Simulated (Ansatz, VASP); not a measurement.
**One calculation of K2S, two programs**

File INCAR:

```
PREC = Accurate
ENCUT = 500
EDIFF = 1E-6
ISMEAR = 0
SIGMA = 0.05
LREAL = F
LASPH = T
NELM = 120
ALGO = Normal
ISIF = 2
LWAVE = F
LCHARG = F
GGA = RE
IVDW = 13
NBANDS = 19
GGA_COMPAT = F
```

File KPOINTS:

```
regular mesh
0
Gamma
  6 6 6
```

Contents of POSCAR:

```
K2S
1.0
    0.0000000000      3.7517525658      3.7517525658
    3.7517525658      0.0000000000      3.7517525658
    3.7517525658      3.7517525658      0.0000000000
K S
2 1
Direct
    0.2500000000      0.2500000000      0.2500000000
    0.7500000000      0.7500000000      0.7500000000
    0.0000000000      0.0000000000      0.0000000000
```

Input for Ansatz:

```yaml
crystal:
  lattice:
    - [0.0, 3.7517525658, 3.7517525658]
    - [3.7517525658, 0.0, 3.7517525658]
    - [3.7517525658, 3.7517525658, 0.0]
  atoms:
    - { symbol: K, position: [0.25, 0.25, 0.25] }
    - { symbol: K, position: [0.75, 0.75, 0.75] }
    - { symbol: S, position: [0.0, 0.0, 0.0] }
basis:
  ecutwfc: 420
  ecutrho_ratio: 4
kpoints:
  mp_grid: { grid: [6, 6, 6] }
hamiltonian:
  xc: revpbe
  dispersion: d4
scf:
  occupations: { method: gaussian, width: 0.05 }
output:
  forces: true
  stress: true
  eigenvalues: true
```

Alike in both runs: task single point; functional revPBE; dispersion D4; k mesh 6 × 6 × 6; occupations gaussian, width 0.05 eV; no spin polarisation.

|  | VASP | Ansatz |
| --- | --- | --- |
| version | VASP 6.6.1 | Ansatz 0.2.0 |
| potentials or method | VASP PAW PBE potentials, release 64 (K_sv, S), cutoff 500 eV | scalar-relativistic, plane waves, PAW |
| valence electrons in the cell | 24 | 24 |

|  | VASP | Ansatz | Ansatz less VASP |
| --- | --- | --- | --- |
| gap on the k mesh at the Fermi level (eV) | 2.51 | 2.51 | 0.000 |
| least direct gap on the mesh (eV) | 2.67 | 2.67 | +0.001 |
| pressure (GPa) | 0.0 | 0.0 | -0.03 |

VASP's potentials were made for PBE, not for revPBE.
